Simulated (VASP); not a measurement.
Here is a VASP 6.6.1 calculation.

INCAR

```
SYSTEM = CdF2
ALGO = Normal ; EDIFF = 1E-6
ENCUT = 520 ; GGA = PE
ISIF = 2 ; ISMEAR = 0
LASPH = .True. ; LCHARG = .True.
LELF = .True. ; LREAL = .False.
LVHAR = .True. ; LWAVE = .False.
NBANDS = 20 ; NELM = 60
PREC = Accurate ; SIGMA = 0.05
```

File KPOINTS:

```
k-points
0
Gamma
  8 8 8
  0 0 0
```

Contents of POSCAR:

```
CdF2
1.0
    0.3380201416      2.8731712034      2.8731712034
    2.8731712034      0.3380201416      2.8731712034
    2.8731712034      2.8731712034      0.3380201416
Cd F
1 2
Direct
    0.0000000000      0.0000000000      0.0000000000
    0.2500000000      0.2500000000      0.2500000000
    0.7500000000      0.7500000000      0.7500000000
```

Potentials or basis: VASP PAW PBE potentials, release 64 (Cd, F).

The run is started by

```sh
$ cat potpaw_PBE.64/Cd/POTCAR potpaw_PBE.64/F/POTCAR > POTCAR
$ mpirun -np 1 vasp_std > vasp.out
```

Problem. What does it give for the pressure?

Solution. 10.0 GPa.

Problem. Predict the band gap on the k mesh.

Solution. 3.15 eV (least direct gap 3.43 eV).

Problem. Predict the largest force.

Solution. 0.396 eV/Å.

Forces in eV/Å, atoms in the order of the input:
```
Cd   0.000  0.000  0.000
F   -0.229 -0.229 -0.229
F    0.229  0.229  0.229
```

Caveat: the cell stands under pressure. A k mesh can miss the band edges.
